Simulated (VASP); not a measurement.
Set up this calculation in VASP 6.6.1, as the native input.

| Property | Result |
| --- | --- |
| Task | single point |
| Functional | PBEsol |
| Potentials or basis | VASP PAW PBE potentials, release 64 (Pb_d) |
| Cutoff | 520 eV |
| k mesh | 13 × 13 × 13 |
| Occupations | fermi-dirac, width 0.05 eV |
| Spin | no spin polarisation |
| Dipole correction | no |
| Further INCAR settings | ALGO = Normal; EDIFF = 1e-06; NBANDS = 13 |

The structure of Pb lies in POSCAR:

```
Pb
1.0
    2.6528440098      0.0000000000      0.0000000000
    0.0000000000      2.6528440098      0.0000000000
    0.0000000000      0.0000000000      2.6528440098
Pb
1
Direct
    0.0000000000      0.0000000000      0.0000000000
```

This cell differs from its parent crystal: volume scaled by 0.58.

One way to write it, as run:

INCAR

```
SYSTEM = Pb
ALGO = Normal
EDIFF = 1E-6
ENCUT = 520
GGA = PS
ISIF = 2
ISMEAR = -1
LASPH = .True.
LCHARG = .False.
LREAL = .False.
LWAVE = .False.
NBANDS = 13
NELM = 60
PREC = Accurate
SIGMA = 0.05
```

KPOINTS

```
k-points
0
Gamma
  13 13 13
  0 0 0
```

Potentials or basis: VASP PAW PBE potentials, release 64 (Pb_d).

Command:

```sh
$ cat potpaw_PBE.64/Pb_d/POTCAR > POTCAR
$ mpirun -np 1 vasp_std > vasp.out
```

It gave:

```
Pressure               : 91.5 GPa
Band gap on the k mesh : zero (band 7 reaches 20.91 eV, above the bottom of band 8 at 11.19 eV)
```

Caveat: the PAW data sets were made with another functional, which shifts forces and pressure a little; spin-orbit coupling is left out, which moves the levels of the heavy elements.

Run time: 7.2 s on 1 thread of AMD EPYC 9R45 96-Core Processor (Zen 5), with other jobs on the host, peak memory 0.1 GiB.
